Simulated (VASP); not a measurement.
# Zn4HO4 (a cell with a defect) in VASP: further runs

Zn4HO4 (a cell with a defect) is run at these levels: PBE; tasks: single point.

Program: VASP 6.6.1. These are calculated values, not measurements. Logs are shortened: lines on timing, memory, paths and dates and some standing lists are left out, and cuts for length are marked.

## (1) The cell of the first run

The cell holds a defect, 9 atoms: a = 5.610 Å, b = 5.610 Å, c = 3.279 Å, α = 90.00°, β = 90.00°, γ = 90.00°.

## (2) Single point, PBE

File INCAR:

```
SYSTEM = Zn4HO4
PREC = Accurate
ENCUT = 520
EDIFF = 1E-6
ISMEAR = 0
SIGMA = 0.05
LREAL = .FALSE.
LASPH = .TRUE.
NELM = 80
ALGO = Normal
ISIF = 2
LWAVE = .FALSE.
LCHARG = .FALSE.
GGA = PE
NBANDS = 46
```

File KPOINTS:

```
regular mesh
0
G
  4 4 8
  0 0 0
```

File POSCAR:

```
Zn4HO4
1.0
    5.6098780345      0.0000000000      0.0000000000
    0.0000000000      5.6098780345      0.0000000000
    0.0000000000      0.0000000000      3.2790255992
Zn O H
4 4 1
Direct
    0.1816262562      0.1816262562      0.5000000000
    0.8183737438      0.8183737438      0.5000000000
    0.6816262562      0.3183737438      0.0000000000
    0.3183737438      0.6816262562      0.0000000000
    0.8184651117      0.1815348883      0.5000000000
    0.1815348883      0.8184651117      0.5000000000
    0.6815348883      0.6815348883      0.0000000000
    0.3184651117      0.3184651117      0.0000000000
    0.9999176225      0.3183737438      0.5000000000
```

Potentials or basis: VASP PAW PBE potentials, release 64 (Zn, O, H).

Launch:

```sh
cat potpaw_PBE.64/Zn/POTCAR potpaw_PBE.64/O/POTCAR potpaw_PBE.64/H/POTCAR > POTCAR
mpirun -np 1 vasp_std > vasp.out
```

OUTCAR:

```text
SYSTEM = Zn4HO4
   PREC = Accurate
   ENCUT = 520
   EDIFF = 1E-6
   ISMEAR = 0
   LREAL = .FALSE.
   LASPH = .TRUE.
   NELM = 80
   ISIF = 2
   GGA = PE

 ion  position               nearest neighbor table
   1  0.182  0.182  0.500-   9 1.28   8 1.97   8 1.97   6 2.04   5 2.04   2 2.88
   2  0.818  0.818  0.500-   7 1.97   7 1.97   5 2.04   6 2.04   1 2.88
   3  0.682  0.318  0.000-   5 1.97   5 1.97   8 2.04   7 2.04   4 2.88
   4  0.318  0.682  0.000-   6 1.97   6 1.97   8 2.04   7 2.04   3 2.88
   5  0.818  0.182  0.500-   9 1.27   3 1.97   3 1.97   2 2.04   1 2.04
   6  0.182  0.818  0.500-   4 1.97   4 1.97   1 2.04   2 2.04
   7  0.682  0.682  0.000-   2 1.97   2 1.97   4 2.04   3 2.04
   8  0.318  0.318  0.000-   1 1.97   1 1.97   4 2.04   3 2.04
   9  1.000  0.318  0.500-   5 1.27   1 1.28

  LATTYP: Found a simple tetragonal cell.
 ALAT       =     5.6098780345
 C/A-ratio  =     0.5845092494

  Lattice vectors:

 A1 = (   5.6098780345,   0.0000000000,   0.0000000000)
 A2 = (   0.0000000000,   5.6098780345,   0.0000000000)
 A3 = (   0.0000000000,   0.0000000000,   3.2790255992)

Analysis of symmetry for initial positions (statically):
=====================================================================
 Subroutine PRICEL returns:
 Original cell was already a primitive cell.

 Routine SETGRP: Setting up the symmetry group for a
 simple tetragonal supercell.

 Subroutine GETGRP returns: Found  2 space group operations
 (whereof  2 operations were pure point group operations)
 out of a pool of 16 trial point group operations.

The static configuration has the point symmetry C_1h.

Analysis of symmetry for dynamics (positions and initial velocities):
=====================================================================
 Subroutine PRICEL returns:
 Original cell was already a primitive cell.

 Routine SETGRP: Setting up the symmetry group for a
 simple tetragonal supercell.

 Subroutine GETGRP returns: Found  2 space group operations
 (whereof  2 operations were pure point group operations)
 out of a pool of 16 trial point group operations.

The dynamic configuration has the point symmetry C_1h.

 Subroutine INISYM returns: Found  2 space group operations
 (whereof  2 operations are pure point group operations),
 and found     1 'primitive' translations

----------------------------------------------------------------------------------------

                                     Primitive cell
[... 107 lines left out ...]
   EDIFFG = 0.1E-04   stopping-criterion for IOM
   NSW    =      0    number of steps for IOM
   IBRION =     -1    ionic relax: 0-MD 1-quasi-New 2-CG
   NFREE  =      0    steps in history (QN), initial steepest desc. (CG)
   ISIF   =      2    stress and relaxation
   ISYM   =      2    0-nonsym 1-usesym 2-fastsym
   POTIM  = 0.5000    time-step for ionic-motion
   TEBEG  =    0.0;   TEEND  =   0.0 temperature during run
   PSTRESS=    0.0 pullay stress
   NELECT =      73.0000    total number of electrons
   NUPDOWN=      -1.0000    fix difference up-down
   EMIN   =  10.00;   EMAX   =-10.00  energy-range for DOS
   EFERMI =   0.00;   METHOD = LEGACY
   ISMEAR =     0;   SIGMA  =   0.05  broadening in eV -4-tet -1-fermi 0-gaus
   EFERMI_NEDOS =   21; number of points for ismear=-14 and -15
   IALGO  =     38    algorithm
   IMIX   =      4    mixing-type and parameters
     AMIX     =   0.40;   BMIX     =  1.00
     AMIX_MAG =   1.60;   BMIX_MAG =  1.00
  volume/ion in A,a.u.               =      11.47        77.38
  Fermi-wavevector in a.u.,A,eV,Ry     =   1.458697  2.756539 28.950454  2.127798
  Thomas-Fermi vector in A             =   2.575352
   LORBIT       =      0    0 simple, 1 ext, 2 COOP (PROOUT), +10 PAW based schemes
   GGA     = PE    functional components
   LHFCALC =     F    Hartree Fock is set to
   AEXX    =    0.0000 exact exchange contribution
   IVDW    =     0    specifies the selected vdW correction
   LEPSILON=     F    determine dielectric tensor
   LRPA    =     F    only Hartree local field effects (RPA)
 non-spin polarized calculation
 Gauss-broadening in eV      SIGMA  =   0.05
  energy-cutoff  :      520.00
  volume of cell :      103.19
 maximum number of plane-waves:      2804
 NGX is ok and might be reduce to    42
   NGX = 21   NGY = 21   NGZ = 13

 number of electron      72.9999975 magnetization

 Free energy of the ion-electron system (eV)
  ---------------------------------------------------
  ext. energy  EPLUGINS =         0.00000000
  ---------------------------------------------------
  free energy    TOTEN  =       -35.06498291 eV

  energy without entropy =      -35.06271832  energy(sigma->0) =      -35.06385062

 E-fermi :   3.4016     XC(G=0): -10.6166

 val. band max:        3.3872509050   @ k =   0.2500   0.2500   0.2500
 cond. band min:       3.4079050110   @ k =   0.5000   0.5000   0.1250
 fundamental gap:      0.0206541061
 Fermi energy:         3.4015918652

 k-point     1 :       0.0000    0.0000    0.0000
  band No.  band energies     occupation
      1     -18.3800      2.00000
      2     -16.5655      2.00000
      3     -16.1501      2.00000
      4     -16.0533      2.00000
      5      -7.6863      2.00000
      6      -5.7555      2.00000
[... 1165 lines left out ...]
     45      10.1298      0.00000
     46      10.1877      0.00000

 [... further k-points ...]
[... 5 lines left out ...]
  --------------------------------------------------------------------------------------
  -------------------------------------------------------------------------------------
  Total       12.1887559      5.8980289      4.9913425     -4.6959459      0.0000000      0.0000000
  in kB      189.2423428     91.5726609     77.4954690    -72.9091477      0.0000000      0.0000000
  external PRESSURE =     119.4368242 kB  Pullay stress =       0.0000000 kB

 VOLUME and BASIS-vectors are now :
 -----------------------------------------------------------------------------
  energy-cutoff  :      520.00
  volume of cell :      103.19
      direct lattice vectors                 reciprocal lattice vectors
     5.609878035  0.000000000  0.000000000     0.178256995  0.000000000  0.000000000
     0.000000000  5.609878035  0.000000000     0.000000000  0.178256995  0.000000000
     0.000000000  0.000000000  3.279025599     0.000000000  0.000000000  0.304968647

 POSITION                                       TOTAL-FORCE (eV/Angst)
 -----------------------------------------------------------------------------------
      1.01890      1.01890      1.63951         6.968993     -4.657181      0.000000
      4.59098      4.59098      1.63951         0.108045     -0.783633      0.000000
      3.82384      1.78604      0.00000        -0.961204      0.628709      0.000000
      1.78604      3.82384      0.00000        -0.065548     -0.055648      0.000000
      4.59149      1.01839      1.63951        -1.145368      0.026458      0.000000
      1.01839      4.59149      1.63951         0.026620      0.563910      0.000000
      3.82333      3.82333      0.00000         0.017542     -0.020768      0.000000
      1.78655      1.78655      0.00000         0.623441     -0.166660      0.000000
      5.60942      1.78604      1.63951        -5.572521      4.464814      0.000000
 -----------------------------------------------------------------------------------
    total drift:                               -0.000133     -0.000028     -0.000001

  FREE ENERGIE OF THE ION-ELECTRON SYSTEM (eV)
  ---------------------------------------------------
  free  energy   TOTEN  =       -35.0649829147 eV

  energy  without entropy=      -35.0627183171  energy(sigma->0) =      -35.06385062
```

Run time: 7 min. Hardware: 1 thread of AMD EPYC 7R13, shared host; peak memory 0.29 GiB.

Results:

```yaml
Free_energy: -35.0650 eV
Pressure: 11.9 GPa
Largest_force: 8.382 eV/Å
Band_gap_on_the_k_mesh: zero (an odd number of electrons rules out a gap without spin polarisation)
```

Forces on the atoms (eV/Å):
```
Zn   6.969 -4.657  0.000
Zn   0.108 -0.784  0.000
Zn  -0.961  0.629  0.000
Zn  -0.066 -0.056  0.000
O   -1.145  0.026  0.000
O    0.027  0.564  0.000
O    0.018 -0.021  0.000
O    0.623 -0.167  0.000
H   -5.573  4.465  0.000
```

Levels at points of the mesh, in eV from the Fermi level:
```csv
k point,band 34,band 35,band 36,band 37,band 38,band 39
"(0.00, 0.00, 0.00)",-2.87,-2.72,-2.55,-2.42,1.37,2.39
"(0.50, 0.00, 0.00)",-3.11,-3.00,-2.85,-0.28,0.37,2.00
"(0.00, 0.50, 0.00)",-3.32,-2.86,-2.74,-0.77,0.51,2.66
"(0.50, 0.50, 0.00)",-3.32,-3.28,-3.22,-0.11,1.46,1.61
"(0.00, 0.00, 0.50)",-4.12,-3.90,-3.81,0.79,2.88,3.95
"(0.50, 0.00, 0.50)",-3.97,-3.66,-3.48,0.44,3.07,3.71
"(0.00, 0.50, 0.50)",-3.94,-3.74,-3.50,0.62,2.94,3.18
"(0.50, 0.50, 0.50)",-3.80,-3.77,-3.65,0.02,2.65,3.11
```

Caveat: an odd number of electrons without spin polarisation forces a metal; a magnetic or distorted state may lie lower.

## (3) Single point, PBE

File INCAR:

```
SYSTEM = Zn4HO4
PREC = Accurate ; ENCUT = 520
EDIFF = 1E-7 ; ISMEAR = 0
SIGMA = 0.05 ; LREAL = .False.
LASPH = .True. ; NELM = 100
ALGO = Normal ; ISIF = 2
LWAVE = .False. ; LCHARG = .True.
GGA = PE ; LELF = .True.
LVHAR = .True. ; NBANDS = 46
```

File KPOINTS:

```
Automatic mesh
0
Gamma
  4 4 8
  0 0 0
```

POSCAR: that of step 2 with these lines changed.

```diff
@@ -16,2 +16,2 @@
     0.3184651117      0.3184651117      0.0000000000
-    0.9999176225      0.3183737438      0.5000000000
+    0.9999176225      0.8183737438      0.0000000000
```

Potentials or basis: VASP PAW PBE potentials, release 64 (Zn, O, H).

Launch:

```sh
cat potpaw_PBE.64/Zn/POTCAR potpaw_PBE.64/O/POTCAR potpaw_PBE.64/H/POTCAR > POTCAR
mpirun -np 1 vasp_std > vasp.out
```

Wall time 8.6 min (1 thread of AMD EPYC 7R13, shared host); peak memory 0.29 GiB.

It converged, with:

```
Free energy            : -36.3134 eV
Pressure               : 5.4 GPa
Largest force          : 0.747 eV/Å
Band gap on the k mesh : zero (an odd number of electrons rules out a gap without spin polarisation)
```

Forces in eV/Å, atoms in the order of the input:
```
Zn  -0.033  0.142  0.000
Zn  -0.229  0.137  0.000
Zn   0.017 -0.220  0.000
Zn   0.101 -0.269  0.000
O   -0.114  0.198  0.000
O    0.459  0.133  0.000
O   -0.708 -0.238  0.000
O    0.084  0.078  0.000
H    0.422  0.039  0.000
```

Stress tensor (GPa, compression positive):
```
5.07 0.13 0.00
0.13 3.45 0.00
0.00 0.00 7.64
```

Levels at points of the mesh, in eV from the Fermi level:
```csv
k point,band 32,band 33,band 34,band 35,band 36,band 37,band 38,band 39,band 40,band 41
"(0.00, 0.00, 0.00)",-2.56,-2.40,-2.21,-1.91,-1.85,-1.71,1.20,3.29,4.08,5.43
"(0.50, 0.00, 0.00)",-3.28,-2.24,-2.22,-2.14,-2.10,-0.86,1.34,2.64,4.17,5.55
"(0.00, 0.50, 0.00)",-3.03,-2.48,-2.38,-2.04,-1.93,-1.08,1.43,3.08,4.19,5.15
"(0.50, 0.50, 0.00)",-2.94,-2.51,-2.48,-2.45,-2.43,-0.90,2.39,2.76,2.88,5.36
"(0.00, 0.00, 0.50)",-3.52,-3.44,-3.40,-3.00,-2.97,0.92,3.90,4.24,5.97,6.09
"(0.50, 0.00, 0.50)",-3.54,-3.26,-3.25,-2.73,-2.70,0.23,3.94,4.19,5.00,5.42
"(0.00, 0.50, 0.50)",-3.58,-3.18,-3.17,-2.74,-2.72,0.86,3.99,4.24,5.01,5.23
"(0.50, 0.50, 0.50)",-3.19,-3.15,-3.05,-2.88,-2.87,0.08,3.74,3.78,4.02,5.36
```

Caveat: an odd number of electrons without spin polarisation forces a metal; a magnetic or distorted state may lie lower.

[end of part 1 of 2]

The gap in the log of VASP goes by the Fermi energy; the results here count the filled bands.